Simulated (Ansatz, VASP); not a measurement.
CuSi16: VASP beside Ansatz

```
CELL_PARAMETERS angstrom
0.00000 5.43000 5.43000
5.43000 0.00000 5.43000
5.43000 5.43000 0.00000
ATOMIC_POSITIONS crystal
Si 0.00689 0.00607 0.98367
Si 0.12609 0.12527 0.11746
Si 0.99038 0.98958 0.49072
Si 0.11407 0.11326 0.61441
Si 0.00899 0.49823 0.99939
Si 0.14304 0.61733 0.11850
Si 0.00687 0.48253 0.50722
Si 0.12609 0.61630 0.62643
Si 0.49905 0.00818 0.99939
Si 0.61814 0.14223 0.11849
Si 0.48333 0.00606 0.50724
Si 0.61712 0.12527 0.62643
Si 0.51178 0.51097 0.01212
Si 0.63552 0.63471 0.13586
Si 0.49905 0.49823 0.50933
Si 0.61816 0.61733 0.64337
Cu 0.81046 0.80969 0.31078
```

Alike in both runs: functional PBE; k mesh 2 × 2 × 2; occupations fermi-dirac, width 0.02 eV; collinear spin.

Ansatz relaxed the structure, and its values are those at the end. VASP's run is a single point on that final structure, the one shown.

```csv
,VASP,Ansatz
version,VASP 6.6.1,Ansatz 0.2.0
potentials or method,"VASP PAW PBE potentials, release 64 (Si, Cu), cutoff 520 eV","scalar-relativistic, plane waves, PAW"
valence electrons in the cell,75,83
```

Ansatz gave:

| Item | Value |
| --- | --- |
| rms of the force components (eV/Å) | 0.001 |
| net moment per atom (μB) | 0.00 |

Q: Estimate VASP's values.

A: rms of the force components (eV/Å): 0.006; net moment per atom (μB): 0.00.

VASP's potentials hold 75 valence electrons a cell and Ansatz's 83, so a difference there can come from the potentials and not from the codes. Ansatz's warnings: seeded moment not kept.

The k mesh is coarse, so the values compare programs but aren't converged.
